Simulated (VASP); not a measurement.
# Ag (Fm-3m) in VASP: density of states with PBE

Aim: the density of states of Ag with PBE.

Everything below comes from runs of VASP 6.6.1. Logs are shortened: lines on timing, memory, paths and dates and some standing lists are left out, and cuts for length are marked.

### Step 1. The cell of the first run

Symmetry: Fm-3m, No. 225, cubic system. The conventional cell has a = 4.085 Å, b = 4.085 Å, c = 4.085 Å, α = 90.00°, β = 90.00°, γ = 90.00°. Within 3.8 Å of Ag (site symmetry m-3m) lie 12 Ag at 2.89 Å.

### Step 2. Density of states, PBE

Contents of POSCAR:

```
Ag
1.0
    0.0000000000      2.0427500000      2.0427500000
    2.0427500000      0.0000000000      2.0427500000
    2.0427500000      2.0427500000      0.0000000000
Ag
1
Direct
    0.0000000000      0.0000000000      0.0000000000
```

Contents of INCAR.step1:

```
SYSTEM = Ag
PREC = Accurate ; ENCUT = 400
EDIFF = 1E-6 ; ISMEAR = 1
SIGMA = 0.1 ; LREAL = .FALSE.
LASPH = .TRUE. ; NELM = 120
ALGO = Normal ; ISIF = 2
LWAVE = .FALSE. ; LCHARG = .TRUE.
LMAXMIX = 4 ; GGA = PE
NBANDS = 12 ; GGA_COMPAT = .FALSE.
NEDOS = 2001 ; LORBIT = 11
```

Contents of KPOINTS.step1:

```
Automatic mesh
0
G
  7 7 7
  0 0 0
```

Contents of INCAR.step2:

```
SYSTEM = Ag
PREC = Accurate ; ENCUT = 400
EDIFF = 1E-6 ; ISMEAR = -5
SIGMA = 0.1 ; LREAL = .FALSE.
LASPH = .TRUE. ; NELM = 120
ALGO = Normal ; ISIF = 2
LWAVE = .FALSE. ; LCHARG = .FALSE.
LMAXMIX = 4 ; GGA = PE
LORBIT = 11 ; NEDOS = 1001
ICHARG = 11 ; GGA_COMPAT = .FALSE.
```

Contents of KPOINTS.step2:

```
Automatic mesh
0
G
  11 11 11
  0 0 0
```

Potentials or basis: VASP PAW PBE potentials, release 64 (Ag).

Command:

```bash
$ cat potpaw_PBE.64/Ag/POTCAR > POTCAR
$ cp INCAR.step1 INCAR
$ cp KPOINTS.step1 KPOINTS
$ mpirun -np 1 vasp_std > vasp.out
$ cp INCAR.step2 INCAR
$ cp KPOINTS.step2 KPOINTS
$ mpirun -np 1 vasp_std > vasp.out
```

OUTCAR:

```text
SYSTEM = Ag
   PREC = Accurate
   ENCUT = 400
   EDIFF = 1E-6
   ISMEAR = -5
   LREAL = .FALSE.
   LASPH = .TRUE.
   NELM = 120
   ISIF = 2
   GGA = PE
   LORBIT = 11
   ICHARG = 11

 ion  position               nearest neighbor table
   1  0.000  0.000  0.000-

  LATTYP: Found a face centered cubic cell.
 ALAT       =     4.0855000000

  Lattice vectors:

 A1 = (   0.0000000000,   2.0427500000,   2.0427500000)
 A2 = (   2.0427500000,   0.0000000000,   2.0427500000)
 A3 = (   2.0427500000,   2.0427500000,   0.0000000000)

Analysis of symmetry for initial positions (statically):
=====================================================================
 Subroutine PRICEL returns:
 Original cell was already a primitive cell.

 Routine SETGRP: Setting up the symmetry group for a
 face centered cubic supercell.

 Subroutine GETGRP returns: Found 48 space group operations
 (whereof 48 operations were pure point group operations)
 out of a pool of 48 trial point group operations.

The static configuration has the point symmetry O_h .

Analysis of symmetry for dynamics (positions and initial velocities):
=====================================================================
 Subroutine PRICEL returns:
 Original cell was already a primitive cell.

 Routine SETGRP: Setting up the symmetry group for a
 face centered cubic supercell.

 Subroutine GETGRP returns: Found 48 space group operations
 (whereof 48 operations were pure point group operations)
 out of a pool of 48 trial point group operations.

The dynamic configuration has the point symmetry O_h .

 Subroutine INISYM returns: Found 48 space group operations
 (whereof 48 operations are pure point group operations),
 and found     1 'primitive' translations

----------------------------------------------------------------------------------------

                                     Primitive cell

  volume of cell :      17.0481

  direct lattice vectors                    reciprocal lattice vectors
     0.000000000  2.042750000  2.042750000    -0.244768082  0.244768082  0.244768082
     2.042750000  0.000000000  2.042750000     0.244768082 -0.244768082  0.244768082
     2.042750000  2.042750000  0.000000000     0.244768082  0.244768082 -0.244768082

  length of vectors
     2.888884755  2.888884755  2.888884755     0.423950755  0.423950755  0.423950755

  position of ions in fractional coordinates (direct lattice)
     0.000000000  0.000000000  0.000000000

  ion indices of the primitive-cell ions
   primitive index   ion index
                 1           1

----------------------------------------------------------------------------------------

 KPOINTS: Automatic mesh

Automatic generation of k-mesh.
 Grid dimensions read from file:
 generate k-points for:   11   11   11

 Generating k-lattice:

  Cartesian coordinates                     Fractional coordinates (reciprocal lattice)
    -0.022251644  0.022251644  0.022251644     0.090909091  0.000000000  0.000000000
     0.022251644 -0.022251644  0.022251644     0.000000000  0.090909091  0.000000000
     0.022251644  0.022251644 -0.022251644     0.000000000  0.000000000  0.090909091

  Length of vectors
     0.038540978  0.038540978  0.038540978

  Shift w.r.t. Gamma in fractional coordinates (k-lattice)
     0.000000000  0.000000000  0.000000000

 TETIRR: Found    201 inequivalent tetrahedra from     7986

 Subroutine IBZKPT returns following result:
 ===========================================

 Found     56 irreducible k-points:

 Following reciprocal coordinates:
            Coordinates               Weight
  0.000000  0.000000  0.000000      1.000000
  0.090909  0.000000  0.000000      8.000000
  0.181818  0.000000  0.000000      8.000000
  0.272727  0.000000  0.000000      8.000000
  0.363636  0.000000  0.000000      8.000000
  0.454545  0.000000  0.000000      8.000000
[... 16 lines left out ...]
 -0.272727  0.181818  0.000000     24.000000
 -0.181818  0.181818  0.000000     12.000000
 [... further k-points ...]
   k-points           NKPTS =     56   k-points in BZ     NKDIM =     56   number of bands    NBANDS=      9
   number of dos      NEDOS =   1001   number of ions     NIONS =      1
   total plane-waves  NPLWV =   8000
   dimension x,y,z NGX =    20 NGY =   20 NGZ =   20
   dimension x,y,z NGXF=    40 NGYF=   40 NGZF=   40
   ions per type =               1
   NGX,Y,Z   is equivalent  to a cutoff of  11.51, 11.51, 11.51 a.u.
   NGXF,Y,Z  is equivalent  to a cutoff of  23.02, 23.02, 23.02 a.u.
 SYSTEM =  Ag
   PREC   = accura    normal or accurate (medium, high low for compatibility)
   ISTART =      0    job   : 0-new  1-cont  2-samecut
   ICHARG =     11    charge: 1-file 2-atom 10-const
   ISPIN  =      1    spin polarized calculation?
   LNONCOLLINEAR =      F non collinear calculations
   LSORBIT =      F    spin-orbit coupling
   LASPH  =      T    aspherical Exc in radial PAW
   ENCUT  =  400.0 eV  29.40 Ry    5.42 a.u.   4.71  4.71  4.71*2*pi/ulx,y,z
   NELM   =    120;   NELMIN=  2; NELMDL=  0     # of ELM steps
   EDIFF  = 0.1E-05   stopping-criterion for ELM
   LREAL  =      F    real-space projection
   EDIFFG = 0.1E-04   stopping-criterion for IOM
   NSW    =      0    number of steps for IOM
   IBRION =     -1    ionic relax: 0-MD 1-quasi-New 2-CG
   NFREE  =      0    steps in history (QN), initial steepest desc. (CG)
   ISIF   =      2    stress and relaxation
   ISYM   =      2    0-nonsym 1-usesym 2-fastsym
   POTIM  = 0.5000    time-step for ionic-motion
   TEBEG  =    0.0;   TEEND  =   0.0 temperature during run
   PSTRESS=    0.0 pullay stress
   NELECT =      11.0000    total number of electrons
   NUPDOWN=      -1.0000    fix difference up-down
   EMIN   =  10.00;   EMAX   =-10.00  energy-range for DOS
   EFERMI =   0.00;   METHOD = LEGACY
   ISMEAR =    -5;   SIGMA  =   0.10  broadening in eV -4-tet -1-fermi 0-gaus
   EFERMI_NEDOS =   21; number of points for ismear=-14 and -15
   IALGO  =     38    algorithm
   IMIX   =      4    mixing-type and parameters
     AMIX     =   0.40;   BMIX     =  1.00
     AMIX_MAG =   1.60;   BMIX_MAG =  1.00
  volume/ion in A,a.u.               =      17.05       115.05
  Fermi-wavevector in a.u.,A,eV,Ry     =   1.414644  2.673290 27.228221  2.001218
  Thomas-Fermi vector in A             =   2.536165
   LORBIT       =     11    0 simple, 1 ext, 2 COOP (PROOUT), +10 PAW based schemes
   GGA     = PE    functional components
   LHFCALC =     F    Hartree Fock is set to
   AEXX    =    0.0000 exact exchange contribution
   IVDW    =     0    specifies the selected vdW correction
   LEPSILON=     F    determine dielectric tensor
   LRPA    =     F    only Hartree local field effects (RPA)
 non-spin polarized calculation
 Fermi weights with tetrahedron method with Bloechl corrections
  energy-cutoff  :      400.00
  volume of cell :       17.05
 maximum number of plane-waves:       331

 number of electron      11.0000005 magnetization

 Free energy of the ion-electron system (eV)
  ---------------------------------------------------
  ext. energy  EPLUGINS =         0.00000000
  ---------------------------------------------------
  free energy    TOTEN  =        -2.70873305 eV

  energy without entropy =       -2.70873305  energy(sigma->0) =       -2.70873305

 E-fermi :   8.5183     XC(G=0): -12.2093

 val. band max:        8.3640507006   @ k =   0.4545   0.2727   0.0000
 cond. band min:       8.6448535452   @ k =  -0.4545   0.0909   0.0000
 fundamental gap:      0.2808028446
 Fermi energy:         8.5183237911

 k-point     1 :       0.0000    0.0000    0.0000
  band No.  band energies     occupation
      1       0.6641      2.00000
      2       3.6266      2.00000
      3       3.6266      2.00000
      4       3.6266      2.00000
      5       4.6595      2.00000
      6       4.6595      2.00000
      7      24.4586      0.00000
      8      28.0370      0.00000
      9      28.0370      0.00000

 k-point     2 :       0.0909    0.0000    0.0000
  band No.  band energies     occupation
      1       0.9194      2.00000
      2       3.5719      2.00000
      3       3.6950      2.00000
      4       3.6950      2.00000
      5       4.6357      2.00000
      6       4.6357      2.00000
      7      24.4212      0.00000
      8      26.2488      0.00000
      9      28.1374      0.00000

 k-point     3 :       0.1818    0.0000    0.0000
  band No.  band energies     occupation
      1       1.5838      2.00000
      2       3.5377      2.00000
      3       3.8175      2.00000
      4       3.8175      2.00000
      5       4.6452      2.00000
      6       4.6452      2.00000
      7      22.1833      0.00000
      8      25.3232      0.00000
      9      28.2661      0.00000

 k-point     4 :       0.2727    0.0000    0.0000
  band No.  band energies     occupation
      1       2.1170      2.00000
      2       3.8090      2.00000
      3       3.8090      2.00000
      4       4.1222      2.00000
      5       4.8580      2.00000
      6       4.8580      2.00000
      7      18.6979      0.00000
      8      24.8936      0.00000
      9      27.9354      0.00000
[... 205 lines left out ...]
 k-point    22 :      -0.3636    0.1818    0.0000
  band No.  band energies     occupation
      1       2.6022      2.00000
      2       3.3767      2.00000
      3       4.0359      2.00000
      4       4.2594      2.00000
      5       5.1193      2.00000
      6       8.8561      0.46394
      7      13.9251      0.00000
      8      20.3903      0.00000
      9      25.0205      0.00000

 k-point    23 :      -0.2727    0.1818    0.0000
  band No.  band energies     occupation
      1       2.7812      2.00000
      2       3.4505      2.00000
      3       3.8833      2.00000
      4       4.1113      2.00000
      5       4.6790      2.00000
      6       7.0687      2.13486
      7      17.0966      0.00000
      8      20.2644      0.00000
      9      25.7814      0.00000

 k-point    24 :      -0.1818    0.1818    0.0000
  band No.  band energies     occupation
      1       2.6978      2.00000
      2       3.2259      2.00000
      3       3.8407      2.00000
      4       4.2405      2.00000
      5       4.2709      2.00000
      6       5.8064      2.00000
      7      20.3667      0.00000
      8      20.7754      0.00000
      9      27.0634      0.00000

 [... further k-points ...]
[... 5 lines left out ...]
  --------------------------------------------------------------------------------------
  -------------------------------------------------------------------------------------
  Total        0.4333994      0.4333994      0.4333994      0.0000000      0.0000000     -0.0000000
  in kB       40.7308287     40.7308287     40.7308287      0.0000000      0.0000000     -0.0000000
  external PRESSURE =      40.7308287 kB  Pullay stress =       0.0000000 kB

 VOLUME and BASIS-vectors are now :
 -----------------------------------------------------------------------------
  energy-cutoff  :      400.00
  volume of cell :       17.05
      direct lattice vectors                 reciprocal lattice vectors
     0.000000000  2.042750000  2.042750000    -0.244768082  0.244768082  0.244768082
     2.042750000  0.000000000  2.042750000     0.244768082 -0.244768082  0.244768082
     2.042750000  2.042750000  0.000000000     0.244768082  0.244768082 -0.244768082

 POSITION                                       TOTAL-FORCE (eV/Angst)
 -----------------------------------------------------------------------------------
      0.00000      0.00000      0.00000         0.000000     -0.000000     -0.000000
 -----------------------------------------------------------------------------------
    total drift:                               -0.000000     -0.000000     -0.000000

  FREE ENERGIE OF THE ION-ELECTRON SYSTEM (eV)
  ---------------------------------------------------
  free  energy   TOTEN  =        -2.7087330512 eV

  energy  without entropy=       -2.7087330512  energy(sigma->0) =       -2.70873305

 total charge

# of ion       s       p       d       tot
------------------------------------------
    1        0.421   0.300   9.158   9.879
```

It took 10 s on 1 thread of AMD EPYC 7R13, shared host; peak memory 0.09 GiB.

Results:

```
Valence electrons inside the program's atomic spheres : Ag 9.88
```

Caveat: the k points lie up to 0.38 Å⁻¹ apart; tetrahedron occupations give inexact forces and stress in metals.
